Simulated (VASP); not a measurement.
Wanted: the native input for a VASP 6.6.1 run.

```yaml
Task: single point
Functional: PBE
Potentials_or_basis: VASP PAW PBE potentials, release 64 (Ir)
Cutoff: 520 eV
k_mesh: 22 × 22 × 22
Occupations: gaussian, width 0.15 eV
Spin: no spin polarisation
Dipole_correction: no
Further_INCAR_settings: ALGO = Fast; EDIFF = 1e-06; NBANDS = 10
```

The structure of Ir lies in POSCAR:

```
Ir
1.0
    0.0000000000      2.0156850000      1.8237150000
    2.0156850000      0.0000000000      1.8237150000
    2.0156850000      2.0156850000      0.0000000000
Ir
1
Direct
    0.0000000000      0.0000000000      0.0000000000
```

This cell differs from its parent crystal: strain +0.050 along x and y, -0.050 along z.

These files were run (other wordings do the same):

INCAR

```
PREC     = Accurate       # precision mode
ENCUT    = 520            # plane-wave cutoff, eV
EDIFF    = 1E-6           # SCF threshold, eV
ISMEAR   = 0              # smearing method
SIGMA    = 0.15           # smearing width, eV
LREAL    = False          # projectors in reciprocal space
LASPH    = True           # aspherical terms in the spheres
NELM     = 100            # most SCF steps
ALGO     = Fast           # electronic algorithm
ISIF     = 2              # what is computed and relaxed
LWAVE    = False          # write WAVECAR
LCHARG   = False          # write CHGCAR
GGA      = PE             # functional
NBANDS   = 10             # bands
```

KPOINTS

```
Automatic mesh
0
Gamma
  22 22 22
```

Potentials or basis: VASP PAW PBE potentials, release 64 (Ir).

Launch:

```bash
$ cat potpaw_PBE.64/Ir/POTCAR > POTCAR
$ mpirun -np 1 vasp_std > vasp.out
```

Results of the run:

```yaml
Pressure: -5.0 GPa
```

Caveat: the cell differs from its parent crystal (strain +0.050 along x and y, -0.050 along z).

It took 76 s on 1 thread of Intel(R) Xeon(R) Platinum 8488C (Sapphire Rapids), on a shared host, peak memory 0.25 GiB.
